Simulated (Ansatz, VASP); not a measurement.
## BAs: VASP beside Ansatz

File INCAR:

```
SYSTEM = BAs
PREC = Accurate ; ENCUT = 520
EDIFF = 1E-6 ; ISMEAR = 0
SIGMA = 0.1 ; LREAL = .FALSE.
LASPH = .TRUE. ; NELM = 80
ALGO = Normal ; ISIF = 2
LWAVE = .FALSE. ; LCHARG = .FALSE.
GGA = PE ; NBANDS = 11
```

File KPOINTS:

```
Automatic mesh
0
G
  6 6 6
  0 0 0
```

File POSCAR:

```
BAs
1.0
    0.0000000000      2.3884999800      2.3884999800
    2.3884999800      0.0000000000      2.3884999800
    2.3884999800      2.3884999800      0.0000000000
B As
1 1
Direct
    0.0000000000      0.0000000000      0.0000000000
    0.2500000000      0.2500000000      0.2500000000
```

Input for Ansatz:

```yaml
crystal:
  lattice:
    - [0.0, 2.38849998, 2.38849998]
    - [2.38849998, 0.0, 2.38849998]
    - [2.38849998, 2.38849998, 0.0]
  atoms:
    - { symbol: B, position: [0.0, 0.0, 0.0] }
    - { symbol: As, position: [0.25, 0.25, 0.25] }
basis:
  ecutwfc: 420
kpoints:
  mp_grid: { grid: [6, 6, 6] }
hamiltonian:
  xc: pbe
scf:
  occupations: { method: gaussian, width: 0.1 }
  lower_state_search: "off"
output:
  forces: true
  stress: true
  eigenvalues: true
```

Alike in both runs: task single point; functional PBE; k mesh 6 × 6 × 6; occupations gaussian, width 0.1 eV; no spin polarisation.

|  | VASP | Ansatz |
| --- | --- | --- |
| version | VASP 6.6.1 | Ansatz 0.2.0 |
| potentials or method | VASP PAW PBE potentials, release 64 (B, As), cutoff 520 eV | scalar-relativistic, plane waves, PAW |
| valence electrons in the cell | 8 | 18 |

Ansatz gave:

```
gap on the k mesh at the Fermi level (eV) : 1.28
least direct gap on the mesh (eV)         : 3.28
pressure (GPa)                            : 2.8
```

**Question.** Estimate VASP's values.

**Answer.** gap on the k mesh at the Fermi level (eV): 1.27; least direct gap on the mesh (eV): 3.27; pressure (GPa): 3.5.

VASP's potentials hold 8 valence electrons a cell and Ansatz's 18, so a difference there can come from the potentials and not from the codes.
